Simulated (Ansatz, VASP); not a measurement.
## Mg2C in VASP and in Ansatz

The input POSCAR:

```
Mg2C
1.0
    0.0000000000      2.7377853746      2.7377853746
    2.7377853746      0.0000000000      2.7377853746
    2.7377853746      2.7377853746      0.0000000000
C Mg
1 2
Direct
    0.0000000000      0.0000000000      0.0000000000
    0.2500000000      0.2500000000      0.2500000000
    0.7500000000      0.7500000000      0.7500000000
```

The input INCAR.step1:

```
  ALGO = Normal
  EDIFF = 1E-4
  ENCUT = 520
  GGA = PE
  ISMEAR = 0
  LASPH = True
  LCHARG = False
  LREAL = False
  LWAVE = True
  NBANDS = 11
  NELM = 80
  PREC = Accurate
  SIGMA = 0.01
```

Contents of INCAR.step2:

```
  ALGO = Normal
  EDIFF = 1E-6
  ENCUT = 520
  ISIF = 2
  ISMEAR = 0
  ISTART = 1
  LASPH = True
  LCHARG = False
  LMIXTAU = True
  LREAL = False
  LWAVE = False
  METAGGA = R2SCAN
  NBANDS = 11
  NELM = 80
  PREC = Accurate
  SIGMA = 0.01
```

KPOINTS

```
k-points
0
Gamma
  6 6 6
```

Input for Ansatz:

```yaml
crystal:
  lattice:
    - [0.0, 2.7377853746, 2.7377853746]
    - [2.7377853746, 0.0, 2.7377853746]
    - [2.7377853746, 2.7377853746, 0.0]
  atoms:
    - { symbol: C, position: [0.0, 0.0, 0.0] }
    - { symbol: Mg, position: [0.25, 0.25, 0.25] }
    - { symbol: Mg, position: [0.75, 0.75, 0.75] }
kpoints:
  mp_grid: { grid: [6, 6, 6] }
hamiltonian:
  xc: r2scan
scf:
  occupations: { method: fixed }
  n_extra_bands: 4
output:
  forces: true
  stress: true
  eigenvalues: true
```

Alike in both runs: task single point; functional r2SCAN; k mesh 6 × 6 × 6; no spin polarisation.

|  | VASP | Ansatz |
| --- | --- | --- |
| version | VASP 6.6.1 | Ansatz 0.2.0 |
| potentials or method | VASP PAW PBE potentials, release 64 (C, Mg) | plane waves, PAW |
| plane-wave cutoff (eV) | 520 | 500 |
| occupations | gaussian, width 0.01 eV | fixed |
| valence electrons in the cell | 8 | 24 |

Ansatz gave:

```
gap on the k mesh at the Fermi level (eV) : 1.10
pressure (GPa)                            : -2.7
```

Task: Which values does VASP return?

Result: gap on the k mesh at the Fermi level (eV): 1.10; pressure (GPa): -3.2.

VASP's potentials were made for PBE, not for r2SCAN. VASP's potentials hold 8 valence electrons a cell and Ansatz's 24, so a difference there can come from the potentials and not from the codes.
